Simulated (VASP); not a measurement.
Here is a VASP 6.6.1 calculation.

File INCAR:

```
SYSTEM = CsH
  PREC = Accurate
  ENCUT = 520
  EDIFF = 1E-6
  ISMEAR = 0
  SIGMA = 0.05
  LREAL = .FALSE.
  LASPH = .TRUE.
  NELM = 100
  ALGO = Normal
  ISIF = 2
  LWAVE = .FALSE.
  LCHARG = .FALSE.
  GGA = CA
  NBANDS = 12
```

KPOINTS

```
regular mesh
0
G
  8 8 8
  0 0 0
```

File POSCAR:

```
CsH
1.0
    0.2091328000      3.1880000000      3.1880000000
    3.1880000000      0.2091328000      3.1880000000
    3.3971328000      3.3971328000      0.0000000000
Cs H
1 1
Direct
    0.0000000000      0.0000000000      0.0000000000
    0.5000000000      0.5000000000      0.5000000000
```

Potentials or basis: VASP PAW LDA potentials, release 64 (Cs_sv, H).

Run with:

```sh
$ cat potpaw_LDA.64/Cs_sv/POTCAR potpaw_LDA.64/H/POTCAR > POTCAR
$ mpirun -np 1 vasp_std > vasp.out
```

Question: Estimate the pressure.

Answer: -1.3 GPa.

Question: Predict the band gap on the k mesh.

Answer: 1.85 eV (least direct gap 1.93 eV).

Stress tensor (GPa, compression positive):
```
-1.25 -0.74  0.00
-0.74 -1.25  0.00
 0.00  0.00 -1.34
```

Caveat: the cell differs from its parent crystal (strain +0.1312 x Voigt [0, 0, 0, 0, 0, 1]); spin-orbit coupling is left out, which moves the levels of the heavy elements. A k mesh can miss the band edges.
